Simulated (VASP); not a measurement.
# KBr (Fm-3m) in VASP: further runs

KBr is run at these levels: PBE, LDA, r2SCAN; tasks: single point.

Program: VASP 6.6.1. These are calculated values, not measurements. Logs are shortened: lines on timing, memory, paths and dates and some standing lists are left out, and cuts for length are marked.

## 1. The cell of the first run

It takes space group Fm-3m (No. 225, cubic). The conventional cell has a = 6.605 Å, b = 6.605 Å, c = 6.605 Å, α = 90.00°, β = 90.00°, γ = 90.00°. K (site symmetry m-3m) has 6 Br at 3.30 Å within 4.3 Å. Within 4.3 Å of Br (site symmetry m-3m) lie 6 K at 3.30 Å.

## 2. Single point, PBE

INCAR

```
SYSTEM = KBr
  ALGO = Normal
  EDIFF = 1E-6
  ENCUT = 520
  GGA = PE
  ISIF = 2
  ISMEAR = 0
  LASPH = .True.
  LCHARG = .False.
  LREAL = .False.
  LWAVE = .False.
  NBANDS = 15
  NELM = 100
  PREC = Accurate
  SIGMA = 0.01
```

KPOINTS

```
k-points
0
Gamma
  4 4 4
  0 0 0
```

POSCAR

```
KBr
1.0
    0.0000000000      3.3024387198      3.3024387198
    3.3024387198      0.0000000000      3.3024387198
    3.3024387198      3.3024387198      0.0000000000
K Br
1 1
Direct
    0.0000000000      0.0000000000      0.0000000000
    0.5000000000      0.5000000000      0.5000000000
```

Potentials or basis: VASP PAW PBE potentials, release 64 (K_sv, Br).

On the command line:

```console
cat potpaw_PBE.64/K_sv/POTCAR potpaw_PBE.64/Br/POTCAR > POTCAR
mpirun -np 1 vasp_std > vasp.out
```

OUTCAR:

```text
SYSTEM = KBr
   EDIFF = 1E-6
   ENCUT = 520
   GGA = PE
   ISIF = 2
   ISMEAR = 0
   LASPH = .True.
   LREAL = .False.
   NELM = 100
   PREC = Accurate

 ion  position               nearest neighbor table
   1  0.000  0.000  0.000-
   2  0.500  0.500  0.500-

  LATTYP: Found a face centered cubic cell.
 ALAT       =     6.6048774396

  Lattice vectors:

 A1 = (   0.0000000000,   3.3024387198,   3.3024387198)
 A2 = (   3.3024387198,   0.0000000000,   3.3024387198)
 A3 = (   3.3024387198,   3.3024387198,   0.0000000000)

Analysis of symmetry for initial positions (statically):
=====================================================================
 Subroutine PRICEL returns:
 Original cell was already a primitive cell.

 Routine SETGRP: Setting up the symmetry group for a
 face centered cubic supercell.

 Subroutine GETGRP returns: Found 48 space group operations
 (whereof 48 operations were pure point group operations)
 out of a pool of 48 trial point group operations.

The static configuration has the point symmetry O_h .

Analysis of symmetry for dynamics (positions and initial velocities):
=====================================================================
 Subroutine PRICEL returns:
 Original cell was already a primitive cell.

 Routine SETGRP: Setting up the symmetry group for a
 face centered cubic supercell.

 Subroutine GETGRP returns: Found 48 space group operations
 (whereof 48 operations were pure point group operations)
 out of a pool of 48 trial point group operations.

The dynamic configuration has the point symmetry O_h .

 Subroutine INISYM returns: Found 48 space group operations
 (whereof 48 operations are pure point group operations),
 and found     1 'primitive' translations

----------------------------------------------------------------------------------------

                                     Primitive cell

  volume of cell :      72.0335

  direct lattice vectors                    reciprocal lattice vectors
     0.000000000  3.302438720  3.302438720    -0.151403264  0.151403264  0.151403264
     3.302438720  0.000000000  3.302438720     0.151403264 -0.151403264  0.151403264
     3.302438720  3.302438720  0.000000000     0.151403264  0.151403264 -0.151403264

  length of vectors
     4.670353626  4.670353626  4.670353626     0.262238145  0.262238145  0.262238145

  position of ions in fractional coordinates (direct lattice)
     0.000000000  0.000000000  0.000000000
     0.500000000  0.500000000  0.500000000
[... 70 lines left out ...]
   PSTRESS=    0.0 pullay stress
   NELECT =      16.0000    total number of electrons
   NUPDOWN=      -1.0000    fix difference up-down
   EMIN   =  10.00;   EMAX   =-10.00  energy-range for DOS
   EFERMI =   0.00;   METHOD = LEGACY
   ISMEAR =     0;   SIGMA  =   0.01  broadening in eV -4-tet -1-fermi 0-gaus
   EFERMI_NEDOS =   21; number of points for ismear=-14 and -15
   IALGO  =     38    algorithm
   IMIX   =      4    mixing-type and parameters
     AMIX     =   0.40;   BMIX     =  1.00
     AMIX_MAG =   1.60;   BMIX_MAG =  1.00
  volume/ion in A,a.u.               =      36.02       243.05
  Fermi-wavevector in a.u.,A,eV,Ry     =   0.991448  1.873566 13.374114  0.982970
  Thomas-Fermi vector in A             =   2.123190
   LORBIT       =      0    0 simple, 1 ext, 2 COOP (PROOUT), +10 PAW based schemes
   GGA     = PE    functional components
   LHFCALC =     F    Hartree Fock is set to
   AEXX    =    0.0000 exact exchange contribution
   IVDW    =     0    specifies the selected vdW correction
   LEPSILON=     F    determine dielectric tensor
   LRPA    =     F    only Hartree local field effects (RPA)
 non-spin polarized calculation
 Gauss-broadening in eV      SIGMA  =   0.01
  energy-cutoff  :      520.00
  volume of cell :       72.03
 maximum number of plane-waves:      1964
 NGX is ok and might be reduce to    36
   NGX = 17   NGY = 17   NGZ = 17

 number of electron      15.9999997 magnetization

 Free energy of the ion-electron system (eV)
  ---------------------------------------------------
  ext. energy  EPLUGINS =         0.00000000
  ---------------------------------------------------
  free energy    TOTEN  =        -6.21541318 eV

  energy without entropy =       -6.21541318  energy(sigma->0) =       -6.21541318

 E-fermi :  -1.6944     XC(G=0):  -7.3615

 val. band max:       -1.7487250046   @ k =   0.0000   0.0000   0.0000
 cond. band min:       2.6789626650   @ k =   0.0000   0.0000   0.0000
 fundamental gap:      4.4276876696
 Fermi energy:        -1.6943911355

 k-point     1 :       0.0000    0.0000    0.0000
  band No.  band energies     occupation
      1     -29.5354      2.00000
      2     -14.0381      2.00000
      3     -13.0126      2.00000
      4     -13.0126      2.00000
      5     -13.0126      2.00000
      6      -1.7487      2.00000
      7      -1.7487      2.00000
      8      -1.7487      2.00000
      9       2.6790      0.00000
     10       5.8544      0.00000
     11       5.8544      0.00000
     12       5.8544      0.00000
     13       6.6762      0.00000
     14       6.6762      0.00000
[... 113 lines left out ...]
      2     -14.0373      2.00000
      3     -13.0750      2.00000
      4     -13.0750      2.00000
      5     -12.9165      2.00000
      6      -2.3342      2.00000
      7      -2.3342      2.00000
      8      -2.2831      2.00000
      9       5.6355      0.00000
     10       5.6355      0.00000
     11       6.5004      0.00000
     12       7.2448      0.00000
     13       8.9378      0.00000
     14       9.0420      0.00000
     15       9.2634      0.00000

------------------------ aborting loop because EDIFF is reached ----------------------------------------

  FORCE on cell =-STRESS in cart. coord.  units (eV):
  Direction    XX          YY          ZZ          XY          YZ          ZX
  --------------------------------------------------------------------------------------
  -------------------------------------------------------------------------------------
  Total        0.3246896      0.3246896      0.3246896      0.0000000     -0.0000000     -0.0000000
  in kB        7.2217873      7.2217873      7.2217873      0.0000000     -0.0000000     -0.0000000
  external PRESSURE =       7.2217873 kB  Pullay stress =       0.0000000 kB

 VOLUME and BASIS-vectors are now :
 -----------------------------------------------------------------------------
  energy-cutoff  :      520.00
  volume of cell :       72.03
      direct lattice vectors                 reciprocal lattice vectors
     0.000000000  3.302438720  3.302438720    -0.151403264  0.151403264  0.151403264
     3.302438720  0.000000000  3.302438720     0.151403264 -0.151403264  0.151403264
     3.302438720  3.302438720  0.000000000     0.151403264  0.151403264 -0.151403264

 POSITION                                       TOTAL-FORCE (eV/Angst)
 -----------------------------------------------------------------------------------
      0.00000      0.00000      0.00000         0.000000      0.000000      0.000000
      3.30244      3.30244      3.30244        -0.000000     -0.000000     -0.000000
 -----------------------------------------------------------------------------------
    total drift:                                0.000000      0.000000      0.000000

  FREE ENERGIE OF THE ION-ELECTRON SYSTEM (eV)
  ---------------------------------------------------
  free  energy   TOTEN  =        -6.2154131787 eV

  energy  without entropy=       -6.2154131787  energy(sigma->0) =       -6.21541318
```

Run time: 29 s. Hardware: 1 thread of Intel Xeon 8259CL, shared host; peak memory 0.2 GiB.

What came out:

```yaml
Free_energy: -6.2154 eV
Pressure: 0.7 GPa
Band_gap_on_the_k_mesh: 4.43 eV, direct
```

## 3. Single point, LDA

INCAR

```
PREC = Accurate
ENCUT = 520
EDIFF = 1E-6
ISMEAR = 0
SIGMA = 0.01
LREAL = False
LASPH = True
NELM = 80
ALGO = Normal
ISIF = 2
LWAVE = False
LCHARG = False
GGA = CA
NBANDS = 15
```

KPOINTS

```
Automatic mesh
0
Gamma
  4 4 4
```

POSCAR is that of step 2.

Potentials or basis: VASP PAW LDA potentials, release 64 (K_sv, Br).

On the command line:

```console
cat potpaw_LDA.64/K_sv/POTCAR potpaw_LDA.64/Br/POTCAR > POTCAR
mpirun -np 1 vasp_std > vasp.out
```

OUTCAR:

```text
PREC = Accurate
   ENCUT = 520
   EDIFF = 1E-6
   ISMEAR = 0
   LREAL = False
   LASPH = True
   NELM = 80
   ISIF = 2
   GGA = CA

 ion  position               nearest neighbor table
   1  0.000  0.000  0.000-
   2  0.500  0.500  0.500-

  LATTYP: Found a face centered cubic cell.
 ALAT       =     6.6048774396

  Lattice vectors:

 A1 = (   0.0000000000,   3.3024387198,   3.3024387198)
 A2 = (   3.3024387198,   0.0000000000,   3.3024387198)
 A3 = (   3.3024387198,   3.3024387198,   0.0000000000)

Analysis of symmetry for initial positions (statically):
=====================================================================
 Subroutine PRICEL returns:
 Original cell was already a primitive cell.

 Routine SETGRP: Setting up the symmetry group for a
 face centered cubic supercell.

 Subroutine GETGRP returns: Found 48 space group operations
 (whereof 48 operations were pure point group operations)
 out of a pool of 48 trial point group operations.

The static configuration has the point symmetry O_h .

Analysis of symmetry for dynamics (positions and initial velocities):
=====================================================================
 Subroutine PRICEL returns:
 Original cell was already a primitive cell.

 Routine SETGRP: Setting up the symmetry group for a
 face centered cubic supercell.

 Subroutine GETGRP returns: Found 48 space group operations
 (whereof 48 operations were pure point group operations)
 out of a pool of 48 trial point group operations.

The dynamic configuration has the point symmetry O_h .

 Subroutine INISYM returns: Found 48 space group operations
 (whereof 48 operations are pure point group operations),
 and found     1 'primitive' translations

----------------------------------------------------------------------------------------

                                     Primitive cell
[... 101 lines left out ...]
   AEXX    =    0.0000 exact exchange contribution
   IVDW    =     0    specifies the selected vdW correction
   LEPSILON=     F    determine dielectric tensor
   LRPA    =     F    only Hartree local field effects (RPA)
 non-spin polarized calculation
 Gauss-broadening in eV      SIGMA  =   0.01
  energy-cutoff  :      520.00
  volume of cell :       72.03
 maximum number of plane-waves:      1964
 NGX is ok and might be reduce to    36
   NGX = 17   NGY = 17   NGZ = 17

 number of electron      15.9999997 magnetization

 Free energy of the ion-electron system (eV)
  ---------------------------------------------------
  ext. energy  EPLUGINS =         0.00000000
  ---------------------------------------------------
  free energy    TOTEN  =        -6.79519575 eV

  energy without entropy =       -6.79519575  energy(sigma->0) =       -6.79519575

 E-fermi :  -1.8162     XC(G=0):  -7.8771

 val. band max:       -1.9218256310   @ k =   0.0000   0.0000   0.0000
 cond. band min:       2.1100829107   @ k =   0.0000   0.0000   0.0000
 fundamental gap:      4.0319085417
 Fermi energy:        -1.8162418603

 k-point     1 :       0.0000    0.0000    0.0000
  band No.  band energies     occupation
      1     -29.3362      2.00000
      2     -14.2426      2.00000
      3     -13.0506      2.00000
      4     -13.0506      2.00000
      5     -13.0506      2.00000
      6      -1.9218      2.00000
      7      -1.9218      2.00000
      8      -1.9218      2.00000
      9       2.1101      0.00000
     10       5.4230      0.00000
     11       5.4230      0.00000
     12       5.4230      0.00000
     13       6.2948      0.00000
     14       6.2948      0.00000
[... 113 lines left out ...]
      2     -14.2301      2.00000
      3     -13.1193      2.00000
      4     -13.1193      2.00000
      5     -12.9649      2.00000
      6      -2.5388      2.00000
      7      -2.5388      2.00000
      8      -2.4876      2.00000
      9       5.1670      0.00000
     10       5.1670      0.00000
     11       6.0268      0.00000
     12       6.7925      0.00000
     13       8.5361      0.00000
     14       8.6910      0.00000
     15       8.8975      0.00000

------------------------ aborting loop because EDIFF is reached ----------------------------------------

  FORCE on cell =-STRESS in cart. coord.  units (eV):
  Direction    XX          YY          ZZ          XY          YZ          ZX
  --------------------------------------------------------------------------------------
  -------------------------------------------------------------------------------------
  Total       -0.7288677     -0.7288677     -0.7288677      0.0000000      0.0000000      0.0000000
  in kB      -16.2115675    -16.2115675    -16.2115675      0.0000000      0.0000000      0.0000000
  external PRESSURE =     -16.2115675 kB  Pullay stress =       0.0000000 kB

 VOLUME and BASIS-vectors are now :
 -----------------------------------------------------------------------------
  energy-cutoff  :      520.00
  volume of cell :       72.03
      direct lattice vectors                 reciprocal lattice vectors
     0.000000000  3.302438720  3.302438720    -0.151403264  0.151403264  0.151403264
     3.302438720  0.000000000  3.302438720     0.151403264 -0.151403264  0.151403264
     3.302438720  3.302438720  0.000000000     0.151403264  0.151403264 -0.151403264

 POSITION                                       TOTAL-FORCE (eV/Angst)
 -----------------------------------------------------------------------------------
      0.00000      0.00000      0.00000         0.000000      0.000000      0.000000
      3.30244      3.30244      3.30244        -0.000000     -0.000000     -0.000000
 -----------------------------------------------------------------------------------
    total drift:                                0.000000      0.000000      0.000000

  FREE ENERGIE OF THE ION-ELECTRON SYSTEM (eV)
  ---------------------------------------------------
  free  energy   TOTEN  =        -6.7951957543 eV

  energy  without entropy=       -6.7951957543  energy(sigma->0) =       -6.79519575
```

OSZICAR:

```text
N       E                     dE             d eps       ncg     rms          rms(c)
DAV:   1     0.110357571716E+03    0.11036E+03   -0.68782E+03   240   0.946E+02
DAV:   2     0.988418814514E+00   -0.10937E+03   -0.98807E+02   324   0.250E+02
DAV:   3    -0.664337211390E+01   -0.76318E+01   -0.75789E+01   310   0.559E+01
DAV:   4    -0.698293058174E+01   -0.33956E+00   -0.33942E+00   390   0.106E+01
DAV:   5    -0.698627417379E+01   -0.33436E-02   -0.33436E-02   303   0.122E+00    0.324E+00
DAV:   6    -0.681850229875E+01    0.16777E+00   -0.19397E-01   289   0.218E+00    0.234E+00
DAV:   7    -0.679460920973E+01    0.23893E-01   -0.69236E-02   310   0.147E+00    0.114E+00
DAV:   8    -0.679515170627E+01   -0.54250E-03   -0.76809E-03   305   0.664E-01    0.183E-01
DAV:   9    -0.679511896090E+01    0.32745E-04   -0.19922E-04   318   0.843E-02    0.752E-02
DAV:  10    -0.679519592287E+01   -0.76962E-04   -0.71309E-05   282   0.458E-02    0.229E-02
DAV:  11    -0.679519575427E+01    0.16861E-06   -0.40042E-06   320   0.115E-02
   1 F= -.67951958E+01 E0= -.67951958E+01  d E =-.101730E-51
```

stdout:

```text
POSCAR found type information on POSCAR K Br
 POSCAR found :  2 types and       2 ions
 scaLAPACK will be used
 LDA part: xc-table for (Slater(with rela. corr.)+CA(PZ))
 , standard interpolation
 POSCAR, INCAR and KPOINTS ok, starting setup
 FFT: planning ... GRIDC
 FFT: planning ... GRID_SOFT
 FFT: planning ... GRID
 WAVECAR not read
 entering main loop
```

Run time: 20 s. Hardware: 1 thread of Intel Xeon 8259CL, shared host; peak memory 0.17 GiB.

Results:

```
Free energy            : -6.7952 eV
Pressure               : -1.6 GPa
Band gap on the k mesh : 4.03 eV, direct
```

## 4. Single point, r2SCAN

POSCAR is that of step 3.

INCAR.step1

```
SYSTEM = KBr
PREC = Accurate
ENCUT = 520
ISMEAR = 0
SIGMA = 0.01
LREAL = .False.
LASPH = .True.
NELM = 100
NBANDS = 15
GGA = PE
ALGO = Normal
EDIFF = 1E-4
LWAVE = .True.
LCHARG = .False.
```

INCAR.step2

```
SYSTEM = KBr
PREC = Accurate
ENCUT = 520
EDIFF = 1E-7
ISMEAR = 0
SIGMA = 0.01
LREAL = .False.
LASPH = .True.
NELM = 100
ALGO = Normal
ISIF = 2
LWAVE = .False.
LCHARG = .False.
METAGGA = R2SCAN
LMIXTAU = .True.
NBANDS = 15
ISTART = 1
```

KPOINTS

```
Automatic mesh
0
Gamma
  4 4 4
  0 0 0
```

Potentials or basis: VASP PAW PBE potentials, release 64 (K_sv, Br).

On the command line:

```console
cat potpaw_PBE.64/K_sv/POTCAR potpaw_PBE.64/Br/POTCAR > POTCAR
cp INCAR.step1 INCAR
mpirun -np 1 vasp_std > vasp.out
cp INCAR.step2 INCAR
mpirun -np 1 vasp_std > vasp.out
```

It took 3 min on 1 thread of Intel Xeon 8259CL, shared host; peak memory 0.22 GiB.

Results (log left out):

| Quantity | Value |
| --- | --- |
| Free energy | -23.2484 eV |
| Pressure | 0.0 GPa |
| Band gap on the k mesh | 5.07 eV, direct |

Levels at points of the mesh, in eV from the valence-band top:
| k point | band 6 | band 7 | band 8 | band 9 | band 10 | band 11 |
| --- | --- | --- | --- | --- | --- | --- |
| (0.00, 0.00, 0.00) | 0.00 | 0.00 | 0.00 | 5.07 | 8.24 | 8.24 |
| (0.50, 0.00, 0.00) | -1.16 | -0.33 | -0.33 | 7.13 | 8.86 | 10.53 |
| (0.50, 0.50, 0.00) | -0.82 | -0.29 | -0.29 | 6.36 | 8.02 | 10.12 |

Caveat: the PAW data sets were made with another functional, which shifts forces and pressure a little. r2SCAN opens gaps a little over a GGA but as a rule still falls short of measured ones.

## 5. Overview

| level | potentials or basis | gap on the mesh (eV) | pressure (GPa) |
| --- | --- | --- | --- |
| PBE | VASP PAW PBE potentials, release 64 (K_sv, Br) | 4.43 | 0.7 |
| LDA | VASP PAW LDA potentials, release 64 (K_sv, Br) | 4.03 | -1.6 |
| r2SCAN | VASP PAW PBE potentials, release 64 (K_sv, Br) | 5.07 | 0.0 |

Alike in all rows: task single point; no spin polarisation; cell as given; k mesh 4 × 4 × 4; cutoff (eV) 520; smearing gaussian 0.01 eV.

Caveats: the PAW data sets were made with another functional, which shifts forces and pressure a little (some runs).

Absolute energies hang on the potentials; compare differences alone.
